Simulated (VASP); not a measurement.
# AlN (Cc) in VASP: further runs

AlN is run at these levels: PBE; tasks: single point.

Program: VASP 6.6.1. These are calculated values, not measurements. Logs are shortened: lines on timing, memory, paths and dates and some standing lists are left out, and cuts for length are marked.

## (1) The cell of the first run

It takes space group Cc (No. 9, monoclinic). Conventional cell: a = 3.130 Å, b = 5.422 Å, c = 5.018 Å, α = 90.00°, β = 90.43°, γ = 90.00°. Al (site symmetry 1) has 4 N at 1.90 to 1.91 Å within 2.5 Å. Within 2.5 Å of N (site symmetry 1) lie 4 Al at 1.90 to 1.91 Å.

## (2) Single point, PBE (strain +0.0075 x Voigt [0, 0, 0, 0, 1, 0])

File INCAR:

```
SYSTEM = AlN
PREC = Accurate ; ENCUT = 520
EDIFF = 1E-6 ; ISMEAR = 0
SIGMA = 0.05 ; LREAL = .FALSE.
LASPH = .TRUE. ; NELM = 80
ALGO = Normal ; ISIF = 2
LWAVE = .FALSE. ; LCHARG = .TRUE.
GGA = PE ; LELF = .TRUE.
LVHAR = .TRUE. ; NBANDS = 16
```

File KPOINTS:

```
Automatic mesh
0
G
  12 12 6
  0 0 0
```

File POSCAR:

```
AlN
1.0
    3.1302395629      0.0000000000      0.0117383984
   -1.5651197815      2.7108669814     -0.0058691992
    0.0188174237      0.0000000000      5.0179796548
Al N
2 2
Direct
    0.3333333333      0.6666666667      0.0017287175
    0.6666666667      0.3333333333      0.5017287175
    0.3333333333      0.6666666667      0.3832712825
    0.6666666667      0.3333333333      0.8832712825
```

Potentials or basis: VASP PAW PBE potentials, release 64 (Al, N).

Started as:

```bash
$ cat potpaw_PBE.64/Al/POTCAR potpaw_PBE.64/N/POTCAR > POTCAR
$ mpirun -np 1 vasp_std > vasp.out
```

OUTCAR:

```text
SYSTEM = AlN
   PREC = Accurate
   ENCUT = 520
   EDIFF = 1E-6
   ISMEAR = 0
   LREAL = .FALSE.
   LASPH = .TRUE.
   NELM = 80
   ISIF = 2
   GGA = PE

 ion  position               nearest neighbor table
   1  0.333  0.667  0.002-   4 1.90   4 1.90   4 1.91   3 1.91   2 3.08   2 3.08   2 3.09   2 3.09
                             2 3.10   2 3.10
   2  0.667  0.333  0.502-   3 1.90   3 1.90   3 1.91   4 1.91   1 3.08   1 3.08   1 3.09   1 3.09
                             1 3.10   1 3.10
   3  0.333  0.667  0.383-   2 1.90   2 1.90   2 1.91   1 1.91
   4  0.667  0.333  0.883-   1 1.90   1 1.90   1 1.91   2 1.91

  LATTYP: Found a base centered monoclinic cell.
 ALAT       =     3.1302615723
 B/A-ratio  =     1.7320386292
 C/A-ratio  =     1.6030656932
 COS(beta)  =    -0.0074998945

  Lattice vectors:

 A1 = (  -1.5651197815,   2.7108669814,  -0.0058691992)
 A2 = (  -1.5651197814,  -2.7108669814,  -0.0058691992)
 A3 = (   0.0188174237,   0.0000000000,   5.0179796548)

Analysis of symmetry for initial positions (statically):
=====================================================================
 Subroutine PRICEL returns:
 Original cell was already a primitive cell.

 Routine SETGRP: Setting up the symmetry group for a
 base centered monoclinic supercell.

 Subroutine GETGRP returns: Found  2 space group operations
 (whereof  1 operations were pure point group operations)
 out of a pool of  4 trial point group operations.

The static configuration has the point symmetry C_1 .
 The point group associated with its full space group is C_1h.

Analysis of symmetry for dynamics (positions and initial velocities):
=====================================================================
 Subroutine PRICEL returns:
 Original cell was already a primitive cell.

 Routine SETGRP: Setting up the symmetry group for a
 base centered monoclinic supercell.

 Subroutine GETGRP returns: Found  2 space group operations
 (whereof  1 operations were pure point group operations)
 out of a pool of  4 trial point group operations.

The dynamic configuration has the point symmetry C_1 .
 The point group associated with its full space group is C_1h.

 Subroutine INISYM returns: Found  2 space group operations
 (whereof  1 operations are pure point group operations),
 and found     1 'primitive' translations

----------------------------------------------------------------------------------------

                                     Primitive cell

  volume of cell :      42.5803

  direct lattice vectors                    reciprocal lattice vectors
     3.130239563  0.000000000  0.011738398     0.319468859  0.184442838 -0.001198008
    -1.565119781  2.710866981 -0.005869199     0.000000000  0.368885676  0.000000000
     0.018817424  0.000000000  5.017979655    -0.000747323 -0.000000000  0.199286193

  length of vectors
     3.130261572  3.130245065  5.018014937     0.368891512  0.368885676  0.199287594

  position of ions in fractional coordinates (direct lattice)
     0.333333333  0.666666667  0.001728718
     0.666666667  0.333333333  0.501728718
     0.333333333  0.666666667  0.383271282
     0.666666667  0.333333333  0.883271282

  ion indices of the primitive-cell ions
   primitive index   ion index
                 1           1
                 2           2
                 3           3
                 4           4

----------------------------------------------------------------------------------------

 KPOINTS: Automatic mesh

Automatic generation of k-mesh.
 Grid dimensions read from file:
 generate k-points for:   12   12    6

 Generating k-lattice:

  Cartesian coordinates                     Fractional coordinates (reciprocal lattice)
     0.026622405  0.015370237 -0.000099834     0.083333333 -0.000000000  0.000000000
     0.000000000  0.030740473  0.000000000     0.000000000  0.083333333  0.000000000
    -0.000124554 -0.000000000  0.033214366     0.000000000  0.000000000  0.166666667

  Length of vectors
     0.030740959  0.030740473  0.033214599

  Shift w.r.t. Gamma in fractional coordinates (k-lattice)
     0.000000000  0.000000000  0.000000000

 Subroutine IBZKPT returns following result:
 ===========================================

 Found    242 irreducible k-points:

 Following reciprocal coordinates:
            Coordinates               Weight
  0.000000  0.000000  0.000000      1.000000
  0.083333  0.000000  0.000000      4.000000
  0.166667  0.000000  0.000000      4.000000
  0.250000 -0.000000  0.000000      4.000000
  0.333333  0.000000  0.000000      4.000000
  0.416667  0.000000  0.000000      4.000000
[... 16 lines left out ...]
  0.333333  0.166667  0.000000      4.000000
  0.416667  0.166667  0.000000      4.000000
 [... further k-points ...]
   k-points           NKPTS =    242   k-points in BZ     NKDIM =    242   number of bands    NBANDS=     16
   number of dos      NEDOS =    301   number of ions     NIONS =      4
   total plane-waves  NPLWV =  23040
   dimension x,y,z NGX =    24 NGY =   24 NGZ =   40
   dimension x,y,z NGXF=    48 NGYF=   48 NGZF=   80
   ions per type =               2   2
   NGX,Y,Z   is equivalent  to a cutoff of  12.75, 12.75, 13.25 a.u.
   NGXF,Y,Z  is equivalent  to a cutoff of  25.49, 25.49, 26.50 a.u.
 SYSTEM =  AlN
   PREC   = accura    normal or accurate (medium, high low for compatibility)
   ISTART =      0    job   : 0-new  1-cont  2-samecut
   ICHARG =      2    charge: 1-file 2-atom 10-const
   ISPIN  =      1    spin polarized calculation?
   LNONCOLLINEAR =      F non collinear calculations
   LSORBIT =      F    spin-orbit coupling
   LASPH  =      T    aspherical Exc in radial PAW
   ENCUT  =  520.0 eV  38.22 Ry    6.18 a.u.   5.82  5.82  9.33*2*pi/ulx,y,z
   NELM   =     80;   NELMIN=  2; NELMDL= -5     # of ELM steps
   EDIFF  = 0.1E-05   stopping-criterion for ELM
   LREAL  =      F    real-space projection
   EDIFFG = 0.1E-04   stopping-criterion for IOM
   NSW    =      0    number of steps for IOM
   IBRION =     -1    ionic relax: 0-MD 1-quasi-New 2-CG
   NFREE  =      0    steps in history (QN), initial steepest desc. (CG)
   ISIF   =      2    stress and relaxation
   ISYM   =      2    0-nonsym 1-usesym 2-fastsym
   POTIM  = 0.5000    time-step for ionic-motion
   TEBEG  =    0.0;   TEEND  =   0.0 temperature during run
   PSTRESS=    0.0 pullay stress
   NELECT =      16.0000    total number of electrons
   NUPDOWN=      -1.0000    fix difference up-down
   EMIN   =  10.00;   EMAX   =-10.00  energy-range for DOS
   EFERMI =   0.00;   METHOD = LEGACY
   ISMEAR =     0;   SIGMA  =   0.05  broadening in eV -4-tet -1-fermi 0-gaus
   EFERMI_NEDOS =   21; number of points for ismear=-14 and -15
   IALGO  =     38    algorithm
   IMIX   =      4    mixing-type and parameters
     AMIX     =   0.40;   BMIX     =  1.00
     AMIX_MAG =   1.60;   BMIX_MAG =  1.00
  volume/ion in A,a.u.               =      10.65        71.84
  Fermi-wavevector in a.u.,A,eV,Ry     =   1.181350  2.232428 18.988129  1.395588
  Thomas-Fermi vector in A             =   2.317625
   LORBIT       =      0    0 simple, 1 ext, 2 COOP (PROOUT), +10 PAW based schemes
   GGA     = PE    functional components
   LHFCALC =     F    Hartree Fock is set to
   AEXX    =    0.0000 exact exchange contribution
   IVDW    =     0    specifies the selected vdW correction
   LEPSILON=     F    determine dielectric tensor
   LRPA    =     F    only Hartree local field effects (RPA)
 non-spin polarized calculation
 Gauss-broadening in eV      SIGMA  =   0.05
  energy-cutoff  :      520.00
  volume of cell :       42.58
 maximum number of plane-waves:      1166
   NGX = 11   NGY = 11   NGZ = 19

 number of electron      15.9999998 magnetization

 Free energy of the ion-electron system (eV)
  ---------------------------------------------------
  ext. energy  EPLUGINS =         0.00000000
  ---------------------------------------------------
  free energy    TOTEN  =       -29.77957742 eV

  energy without entropy =      -29.77957742  energy(sigma->0) =      -29.77957742

 E-fermi :   6.2372     XC(G=0): -10.8270

 val. band max:        5.9664085897   @ k =   0.0000   0.0000   0.0000
 cond. band min:      10.0071008677   @ k =   0.0000   0.0000   0.0000
 fundamental gap:      4.0406922780
 Fermi energy:         6.2371950993

 k-point     1 :       0.0000    0.0000    0.0000
  band No.  band energies     occupation
      1      -9.1032      2.00000
      2      -7.0202      2.00000
      3       0.0591      2.00000
      4       5.1189      2.00000
      5       5.1189      2.00000
      6       5.7599      2.00000
[... 8 lines left out ...]
     15      18.9273      0.00000
     16      18.9281      0.00000

 k-point     2 :       0.0833    0.0000    0.0000
  band No.  band energies     occupation
      1      -9.0165      2.00000
      2      -6.9712      2.00000
      3       0.1629      2.00000
      4       4.7104      2.00000
      5       5.0042      2.00000
      6       5.3458      2.00000
[... 8 lines left out ...]
     15      18.9476      0.00000
     16      19.0079      0.00000

 k-point     3 :       0.1667    0.0000    0.0000
  band No.  band energies     occupation
      1      -8.7642      2.00000
      2      -6.8372      2.00000
      3       0.4690      2.00000
      4       3.7156      2.00000
      5       4.4742      2.00000
      6       4.7341      2.00000
[... 8 lines left out ...]
     15      18.2003      0.00000
     16      18.6511      0.00000

 k-point     4 :       0.2500   -0.0000    0.0000
  band No.  band energies     occupation
      1      -8.3717      2.00000
      2      -6.6598      2.00000
      3       0.9586      2.00000
      4       2.5579      2.00000
      5       3.5214      2.00000
      6       4.4232      2.00000
[... 8 lines left out ...]
     15      17.8794      0.00000
     16      19.1089      0.00000
[... 324 lines left out ...]
 k-point    22 :       0.2500    0.1667    0.0000
  band No.  band energies     occupation
      1      -7.6998      2.00000
      2      -6.4641      2.00000
      3       1.7090      2.00000
      4       1.8589      2.00000
      5       2.2742      2.00000
      6       3.7191      2.00000
[... 8 lines left out ...]
     15      18.0736      0.00000
     16      20.3940      0.00000

 k-point    23 :       0.3333    0.1667    0.0000
  band No.  band energies     occupation
      1      -7.2596      2.00000
      2      -6.4555      2.00000
      3       1.0783      2.00000
      4       2.0764      2.00000
      5       2.5340      2.00000
      6       3.2125      2.00000
[... 8 lines left out ...]
     15      18.2848      0.00000
     16      20.4708      0.00000

 k-point    24 :       0.4167    0.1667    0.0000
  band No.  band energies     occupation
      1      -7.0319      2.00000
      2      -6.5105      2.00000
      3       0.8476      2.00000
      4       2.0400      2.00000
      5       2.9230      2.00000
      6       3.0026      2.00000
[... 8 lines left out ...]
     15      18.7563      0.00000
     16      20.4592      0.00000

 [... further k-points ...]
[... 5 lines left out ...]
  --------------------------------------------------------------------------------------
  -------------------------------------------------------------------------------------
  Total       -0.0727537     -0.0725513     -0.0542080      0.0000000      0.0000000     -0.2483855
  in kB       -2.7375175     -2.7299027     -2.0396964      0.0000000      0.0000000     -9.3460531
  external PRESSURE =      -2.5023722 kB  Pullay stress =       0.0000000 kB

 VOLUME and BASIS-vectors are now :
 -----------------------------------------------------------------------------
  energy-cutoff  :      520.00
  volume of cell :       42.58
      direct lattice vectors                 reciprocal lattice vectors
     3.130239563  0.000000000  0.011738398     0.319468859  0.184442838 -0.001198008
    -1.565119781  2.710866981 -0.005869199     0.000000000  0.368885676  0.000000000
     0.018817424  0.000000000  5.017979655    -0.000747323 -0.000000000  0.199286193

 POSITION                                       TOTAL-FORCE (eV/Angst)
 -----------------------------------------------------------------------------------
      0.00003      1.80724      0.00867        -0.036480      0.000797      0.000998
      1.57456      0.90362      2.52353        -0.036480     -0.000797      0.000998
      0.00721      1.80724      1.92325         0.036480      0.000939     -0.000998
      1.58174      0.90362      4.43811         0.036480     -0.000939     -0.000998
 -----------------------------------------------------------------------------------
    total drift:                               -0.000133     -0.000000      0.000552

  FREE ENERGIE OF THE ION-ELECTRON SYSTEM (eV)
  ---------------------------------------------------
  free  energy   TOTEN  =       -29.7795774207 eV

  energy  without entropy=      -29.7795774207  energy(sigma->0) =      -29.77957742
```

Run time: 2.5 min. Hardware: 1 thread of Intel Xeon 8259CL, shared host; peak memory 0.26 GiB.

Results:

| Item | Value |
| --- | --- |
| Free energy | -29.7796 eV |
| Pressure | -0.3 GPa |
| Largest force | 0.037 eV/Å |
| Band gap on the k mesh | 4.04 eV, direct |

Forces in eV/Å, atoms in the order of the input:
```
Al  -0.036  0.001  0.001
Al  -0.036 -0.001  0.001
N    0.036  0.001 -0.001
N    0.036 -0.001 -0.001
```

Caveat: the cell differs from its parent crystal (strain +0.0075 x Voigt [0, 0, 0, 0, 1, 0]). A k mesh can miss the band edges.

## (3) Single point, PBE (strain -0.0300 x Voigt [0, 0, 0, 0, 1, 0])

File INCAR:

```
SYSTEM = AlN
PREC = Accurate
ENCUT = 520
EDIFF = 1E-6
ISMEAR = 0
SIGMA = 0.05
LREAL = .FALSE.
LASPH = .TRUE.
NELM = 60
ALGO = Normal
ISIF = 2
LWAVE = .FALSE.
LCHARG = .TRUE.
GGA = PE
LELF = .TRUE.
LVHAR = .TRUE.
NBANDS = 16
```

File KPOINTS:

```
regular mesh
0
G
  12 12 6
  0 0 0
```

File POSCAR:

```
AlN
1.0
    3.1302395629      0.0000000000     -0.0469535934
   -1.5651197815      2.7108669814      0.0234767967
   -0.0752696948      0.0000000000      5.0179796548
Al N
2 2
Direct
    0.3333333333      0.6666666667      0.0017287175
    0.6666666667      0.3333333333      0.5017287175
    0.3333333333      0.6666666667      0.3832712825
    0.6666666667      0.3333333333      0.8832712825
```

Potentials or basis: VASP PAW PBE potentials, release 64 (Al, N).

Started as:

```bash
$ cat potpaw_PBE.64/Al/POTCAR potpaw_PBE.64/N/POTCAR > POTCAR
$ mpirun -np 1 vasp_std > vasp.out
```

Wall time 57 s (1 thread of Intel Xeon 6975P-C (Granite Rapids), shared host); peak memory 0.25 GiB.

It converged, with:

```
Free energy            : -29.7656 eV
Pressure               : -0.2 GPa
Largest force          : 0.147 eV/Å
Band gap on the k mesh : 4.01 eV, direct
```

Forces in eV/Å, atoms in the order of the input:
```
Al   0.146  0.012  0.006
Al   0.146 -0.012  0.006
N   -0.146  0.015 -0.006
N   -0.146 -0.015 -0.006
```

Stress tensor (GPa, compression positive):
```
-0.25  0.00  3.74
 0.00 -0.24  0.00
 3.74  0.00 -0.09
```

Levels at points of the mesh, in eV from the valence-band top:
| k point | band 5 | band 6 | band 7 | band 8 | band 9 | band 10 | band 11 | band 12 |
| --- | --- | --- | --- | --- | --- | --- | --- | --- |
| (0.00, 0.00, 0.00) | -0.88 | -0.26 | -0.23 | 0.00 | 4.01 | 6.48 | 10.40 | 10.99 |
| (0.50, 0.00, 0.00) | -3.30 | -2.08 | -1.77 | -0.71 | 5.70 | 5.76 | 7.97 | 10.12 |
| (0.00, 0.50, 0.00) | -3.32 | -2.08 | -1.78 | -0.71 | 5.73 | 5.73 | 7.93 | 10.11 |
| (0.00, 0.00, 0.50) | -0.62 | -0.62 | -0.51 | -0.51 | 6.27 | 6.27 | 10.14 | 10.14 |
| (0.50, 0.00, 0.50) | -1.52 | -1.48 | -1.44 | -1.24 | 5.13 | 5.29 | 8.91 | 9.33 |
| (0.00, 0.50, 0.50) | -1.50 | -1.50 | -1.35 | -1.35 | 5.21 | 5.21 | 9.12 | 9.12 |

Caveat: the cell differs from its parent crystal (strain -0.0300 x Voigt [0, 0, 0, 0, 1, 0]). A k mesh can miss the band edges.

(Part 1 of 2 ends here.)
